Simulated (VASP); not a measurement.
Here is a VASP 6.6.1 calculation.

File INCAR:

```
ALGO = Normal
EDIFF = 1E-6
ENCUT = 520
GGA = PE
ISIF = 2
ISMEAR = 0
LASPH = T
LCHARG = T
LELF = T
LREAL = F
LVHAR = T
LWAVE = F
NBANDS = 31
NELM = 80
PREC = Accurate
SIGMA = 0.02
```

File KPOINTS:

```
k-points
0
Gamma
  6 6 4
```

Contents of POSCAR:

```
HfO2
1.0
    3.6043047840      0.0000000000      0.0000000000
    0.0000000000      3.6043047840      0.0000000000
    0.4737570537      0.0000000000      5.2639672632
Hf O
2 4
Direct
    0.5361529950      0.5000000000      0.5030762133
   -0.0361529950      0.0000000000     -0.0030762133
    0.0042280832      0.5000000000      0.6924208049
    0.4957719168      0.0000000000      0.8075791951
    0.5075119970      0.0000000000      0.3134436388
   -0.0075119970      0.5000000000      0.1865563612
```

Potentials or basis: VASP PAW PBE potentials, release 64 (Hf_pv, O).

Launch:

```bash
$ cat potpaw_PBE.64/Hf_pv/POTCAR potpaw_PBE.64/O/POTCAR > POTCAR
$ mpirun -np 1 vasp_std > vasp.out
```

(1) What does it give for the band gap on the k mesh?

(2) What does it give for the largest force?

(3) Predict the pressure.

Answers

(1) 4.78 eV (least direct gap 4.85 eV).

(2) 0.078 eV/Å.

(3) -0.4 GPa.

Caveat: the cell differs from its parent crystal (shear of c along a, cell held: +9.0 %, then relaxed in part); spin-orbit coupling is left out, which moves the levels of the heavy elements.
